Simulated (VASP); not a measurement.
# ScIr (Pm-3m) in VASP: single point with LDA

Aim: the single point of ScIr with LDA.

Program: VASP 6.6.1. These are calculated values, not measurements. Logs are shortened: lines on timing, memory, paths and dates and some standing lists are left out, and cuts for length are marked.

## 1. The cell of the first run

Symmetry: Pm-3m, No. 221, cubic system. The conventional cell has a = 3.122 Å, b = 3.122 Å, c = 3.122 Å, α = 90.00°, β = 90.00°, γ = 90.00°. Sc (site symmetry m-3m) has 8 Ir at 2.70 Å and 6 Sc at 3.12 Å within 3.6 Å. Ir (site symmetry m-3m) has 8 Sc at 2.70 Å and 6 Ir at 3.12 Å within 3.6 Å.

## 2. Single point, LDA

The input, INCAR:

```
  PREC = Accurate
  ENCUT = 560
  EDIFF = 1E-6
  ISMEAR = -1
  SIGMA = 0.1
  LREAL = False
  LASPH = True
  NELM = 120
  ALGO = Normal
  ISIF = 2
  LWAVE = False
  LCHARG = False
  GGA = CA
  NBANDS = 21
  GGA_COMPAT = False
```

The input, KPOINTS:

```
Automatic mesh
0
Gamma
  9 9 9
```

The input, POSCAR:

```
ScIr
1.0
    3.1222983332      0.0000000000      0.0000000000
    0.0000000000      3.1222983332      0.0000000000
    0.0000000000      0.0000000000      3.1222983332
Sc Ir
1 1
Direct
    0.5000000000      0.5000000000      0.5000000000
    0.0000000000      0.0000000000      0.0000000000
```

Potentials or basis: VASP PAW LDA potentials, release 64 (Sc_sv, Ir_sv_GW).

Started as:

```console
> cat potpaw_LDA.64/Sc_sv/POTCAR potpaw_LDA.64/Ir_sv_GW/POTCAR > POTCAR
> mpirun -np 1 vasp_std > vasp.out
```

OUTCAR:

```text
PREC = Accurate
   ENCUT = 560
   EDIFF = 1E-6
   ISMEAR = -1
   LREAL = False
   LASPH = True
   NELM = 120
   ISIF = 2
   GGA = CA

 ion  position               nearest neighbor table
   1  0.500  0.500  0.500-   2 2.70   2 2.70   2 2.70   2 2.70   2 2.70   2 2.70   2 2.70   2 2.70

   2  0.000  0.000  0.000-   1 2.70   1 2.70   1 2.70   1 2.70   1 2.70   1 2.70   1 2.70   1 2.70

  LATTYP: Found a simple cubic cell.
 ALAT       =     3.1222983332

  Lattice vectors:

 A1 = (   3.1222983332,   0.0000000000,   0.0000000000)
 A2 = (   0.0000000000,   3.1222983332,   0.0000000000)
 A3 = (   0.0000000000,   0.0000000000,   3.1222983332)

Analysis of symmetry for initial positions (statically):
=====================================================================
 Subroutine PRICEL returns:
 Original cell was already a primitive cell.

 Routine SETGRP: Setting up the symmetry group for a
 simple cubic supercell.

 Subroutine GETGRP returns: Found 48 space group operations
 (whereof 48 operations were pure point group operations)
 out of a pool of 48 trial point group operations.

The static configuration has the point symmetry O_h .

Analysis of symmetry for dynamics (positions and initial velocities):
=====================================================================
 Subroutine PRICEL returns:
 Original cell was already a primitive cell.

 Routine SETGRP: Setting up the symmetry group for a
 simple cubic supercell.

 Subroutine GETGRP returns: Found 48 space group operations
 (whereof 48 operations were pure point group operations)
 out of a pool of 48 trial point group operations.

The dynamic configuration has the point symmetry O_h .

 Subroutine INISYM returns: Found 48 space group operations
 (whereof 48 operations are pure point group operations),
 and found     1 'primitive' translations

----------------------------------------------------------------------------------------

                                     Primitive cell

  volume of cell :      30.4385

  direct lattice vectors                    reciprocal lattice vectors
     3.122298333  0.000000000  0.000000000     0.320276890  0.000000000  0.000000000
     0.000000000  3.122298333  0.000000000     0.000000000  0.320276890  0.000000000
     0.000000000  0.000000000  3.122298333     0.000000000  0.000000000  0.320276890

  length of vectors
     3.122298333  3.122298333  3.122298333     0.320276890  0.320276890  0.320276890

  position of ions in fractional coordinates (direct lattice)
     0.500000000  0.500000000  0.500000000
     0.000000000  0.000000000  0.000000000

  ion indices of the primitive-cell ions
   primitive index   ion index
                 1           1
                 2           2

----------------------------------------------------------------------------------------

 KPOINTS: Automatic mesh

Automatic generation of k-mesh.
 Grid dimensions read from file:
 generate k-points for:    9    9    9

 Generating k-lattice:

  Cartesian coordinates                     Fractional coordinates (reciprocal lattice)
     0.035586321  0.000000000  0.000000000     0.111111111  0.000000000  0.000000000
     0.000000000  0.035586321  0.000000000     0.000000000  0.111111111  0.000000000
     0.000000000  0.000000000  0.035586321     0.000000000  0.000000000  0.111111111

  Length of vectors
     0.035586321  0.035586321  0.035586321

  Shift w.r.t. Gamma in fractional coordinates (k-lattice)
     0.000000000  0.000000000  0.000000000

 Subroutine IBZKPT returns following result:
 ===========================================

 Found     35 irreducible k-points:

 Following reciprocal coordinates:
            Coordinates               Weight
  0.000000  0.000000  0.000000      1.000000
  0.111111  0.000000  0.000000      6.000000
  0.222222  0.000000  0.000000      6.000000
  0.333333  0.000000  0.000000      6.000000
  0.444444  0.000000  0.000000      6.000000
  0.111111  0.111111  0.000000     12.000000
[... 16 lines left out ...]
  0.333333  0.333333  0.111111     24.000000
  0.444444  0.333333  0.111111     48.000000
 [... further k-points ...]
   k-points           NKPTS =     35   k-points in BZ     NKDIM =     35   number of bands    NBANDS=     21
   number of dos      NEDOS =    301   number of ions     NIONS =      2
   total plane-waves  NPLWV =  13824
   dimension x,y,z NGX =    24 NGY =   24 NGZ =   24
   dimension x,y,z NGXF=    48 NGYF=   48 NGZF=   48
   ions per type =               1   1
   NGX,Y,Z   is equivalent  to a cutoff of  12.78, 12.78, 12.78 a.u.
   NGXF,Y,Z  is equivalent  to a cutoff of  25.56, 25.56, 25.56 a.u.
 SYSTEM =  unknown system
   PREC   = accura    normal or accurate (medium, high low for compatibility)
   ISTART =      0    job   : 0-new  1-cont  2-samecut
   ICHARG =      2    charge: 1-file 2-atom 10-const
   ISPIN  =      1    spin polarized calculation?
   LNONCOLLINEAR =      F non collinear calculations
   LSORBIT =      F    spin-orbit coupling
   LASPH  =      T    aspherical Exc in radial PAW
   ENCUT  =  560.0 eV  41.16 Ry    6.42 a.u.   6.02  6.02  6.02*2*pi/ulx,y,z
   NELM   =    120;   NELMIN=  2; NELMDL= -5     # of ELM steps
   EDIFF  = 0.1E-05   stopping-criterion for ELM
   LREAL  =      F    real-space projection
   EDIFFG = 0.1E-04   stopping-criterion for IOM
   NSW    =      0    number of steps for IOM
   IBRION =     -1    ionic relax: 0-MD 1-quasi-New 2-CG
   NFREE  =      0    steps in history (QN), initial steepest desc. (CG)
   ISIF   =      2    stress and relaxation
   ISYM   =      2    0-nonsym 1-usesym 2-fastsym
   POTIM  = 0.5000    time-step for ionic-motion
   TEBEG  =    0.0;   TEEND  =   0.0 temperature during run
   PSTRESS=    0.0 pullay stress
   NELECT =      28.0000    total number of electrons
   NUPDOWN=      -1.0000    fix difference up-down
   EMIN   =  10.00;   EMAX   =-10.00  energy-range for DOS
   EFERMI =   0.00;   METHOD = LEGACY
   ISMEAR =    -1;   SIGMA  =   0.10  broadening in eV -4-tet -1-fermi 0-gaus
   EFERMI_NEDOS =   21; number of points for ismear=-14 and -15
   IALGO  =     38    algorithm
   IMIX   =      4    mixing-type and parameters
     AMIX     =   0.40;   BMIX     =  1.00
     AMIX_MAG =   1.60;   BMIX_MAG =  1.00
  volume/ion in A,a.u.               =      15.22       102.70
  Fermi-wavevector in a.u.,A,eV,Ry     =   1.592159  3.008744 34.490366  2.534970
  Thomas-Fermi vector in A             =   2.690587
   LORBIT       =      0    0 simple, 1 ext, 2 COOP (PROOUT), +10 PAW based schemes
   GGA     = CA    functional components
   LHFCALC =     F    Hartree Fock is set to
   AEXX    =    0.0000 exact exchange contribution
   IVDW    =     0    specifies the selected vdW correction
   LEPSILON=     F    determine dielectric tensor
   LRPA    =     F    only Hartree local field effects (RPA)
 non-spin polarized calculation
  energy-cutoff  :      560.00
  volume of cell :       30.44
 maximum number of plane-waves:       931
   NGX = 13   NGY = 13   NGZ = 13

 number of electron      27.9999992 magnetization

 Free energy of the ion-electron system (eV)
  ---------------------------------------------------
  ext. energy  EPLUGINS =         0.00000000
  ---------------------------------------------------
  free energy    TOTEN  =       -19.71337031 eV

  energy without entropy =      -19.70546219  energy(sigma->0) =      -19.70941625

 E-fermi :   9.1033     XC(G=0): -13.3215

 val. band max:        8.9871098740   @ k =   0.4444   0.4444   0.0000
 cond. band min:       9.1434620314   @ k =   0.4444   0.0000   0.0000
 fundamental gap:      0.1563521574
 Fermi energy:         9.1032650279

 k-point     1 :       0.0000    0.0000    0.0000
  band No.  band energies     occupation
      1     -82.7001      2.00000
      2     -39.7597      2.00000
      3     -39.7597      2.00000
      4     -39.7597      2.00000
      5     -39.2648      2.00000
      6     -18.1268      2.00000
[... 13 lines left out ...]
     20      17.9406      0.00000
     21      17.9406      0.00000

 k-point     2 :       0.1111    0.0000    0.0000
  band No.  band energies     occupation
      1     -82.6996      2.00000
      2     -39.7929      2.00000
      3     -39.7584      2.00000
      4     -39.7584      2.00000
      5     -39.2369      2.00000
      6     -18.1789      2.00000
[... 13 lines left out ...]
     20      17.0711      0.00000
     21      18.8609      0.00000

 k-point     3 :       0.2222    0.0000    0.0000
  band No.  band energies     occupation
      1     -82.6985      2.00000
      2     -39.8658      2.00000
      3     -39.7555      2.00000
      4     -39.7555      2.00000
      5     -39.1774      2.00000
      6     -18.3088      2.00000
[... 13 lines left out ...]
     20      15.4141      0.00000
     21      20.8170      0.00000

 k-point     4 :       0.3333    0.0000    0.0000
  band No.  band energies     occupation
      1     -82.6975      2.00000
      2     -39.9367      2.00000
      3     -39.7524      2.00000
      4     -39.7524      2.00000
      5     -39.1214      2.00000
      6     -18.4529      2.00000
[... 13 lines left out ...]
     20      14.4014      0.00000
     21      23.1074      0.00000

 k-point     5 :       0.4444    0.0000    0.0000
  band No.  band energies     occupation
      1     -82.6965      2.00000
      2     -39.9787      2.00000
      3     -39.7500      2.00000
      4     -39.7500      2.00000
      5     -39.0891      2.00000
      6     -18.5451      2.00000
[... 13 lines left out ...]
     20      14.3267      0.00000
     21      24.8386      0.00000
[... 382 lines left out ...]
     20      15.9296      0.00000
     21      19.4616      0.00000

 k-point    22 :       0.4444    0.2222    0.1111
  band No.  band energies     occupation
      1     -82.6953      2.00000
      2     -39.9194      2.00000
      3     -39.7911      2.00000
      4     -39.7582      2.00000
      5     -39.1275      2.00000
      6     -18.4931      2.00000
[... 13 lines left out ...]
     20      14.7589      0.00000
     21      20.4203      0.00000

 k-point    23 :       0.3333    0.3333    0.1111
  band No.  band energies     occupation
      1     -82.6950      2.00000
      2     -39.8742      2.00000
      3     -39.8253      2.00000
      4     -39.7578      2.00000
      5     -39.1461      2.00000
      6     -18.3992      2.00000
[... 13 lines left out ...]
     20      15.8950      0.00000
     21      18.5120      0.00000

 k-point    24 :       0.4444    0.3333    0.1111
  band No.  band energies     occupation
      1     -82.6945      2.00000
      2     -39.8792      2.00000
      3     -39.8248      2.00000
      4     -39.7553      2.00000
      5     -39.1544      2.00000
      6     -18.4612      2.00000
[... 13 lines left out ...]
     20      15.0038      0.00000
     21      18.7300      0.00000

 [... further k-points ...]

------------------------ aborting loop because EDIFF is reached ----------------------------------------

  FORCE on cell =-STRESS in cart. coord.  units (eV):
  Direction    XX          YY          ZZ          XY          YZ          ZX
  --------------------------------------------------------------------------------------
  -------------------------------------------------------------------------------------
  Total        1.5949334      1.5949334      1.5949334      0.0000000      0.0000000      0.0000000
  in kB       83.9517862     83.9517862     83.9517862      0.0000000      0.0000000      0.0000000
  external PRESSURE =      83.9517862 kB  Pullay stress =       0.0000000 kB

 VOLUME and BASIS-vectors are now :
 -----------------------------------------------------------------------------
  energy-cutoff  :      560.00
  volume of cell :       30.44
      direct lattice vectors                 reciprocal lattice vectors
     3.122298333  0.000000000  0.000000000     0.320276890  0.000000000  0.000000000
     0.000000000  3.122298333  0.000000000     0.000000000  0.320276890  0.000000000
     0.000000000  0.000000000  3.122298333     0.000000000  0.000000000  0.320276890

 POSITION                                       TOTAL-FORCE (eV/Angst)
 -----------------------------------------------------------------------------------
      1.56115      1.56115      1.56115         0.000000      0.000000      0.000000
      0.00000      0.00000      0.00000         0.000000      0.000000      0.000000
 -----------------------------------------------------------------------------------
    total drift:                                0.000000      0.000000     -0.000000

  FREE ENERGIE OF THE ION-ELECTRON SYSTEM (eV)
  ---------------------------------------------------
  free  energy   TOTEN  =       -19.7133703119 eV

  energy  without entropy=      -19.7054621912  energy(sigma->0) =      -19.70941625
```

Run time: 36 s. Hardware: 1 thread of AMD EPYC 7R43 (Zen 3), shared host; peak memory 0.11 GiB.

What came out:

```yaml
Free_energy: -19.7134 eV
Pressure: 8.4 GPa
```

Caveat: the cell stands under pressure; spin-orbit coupling is left out, which moves the levels of the heavy elements.
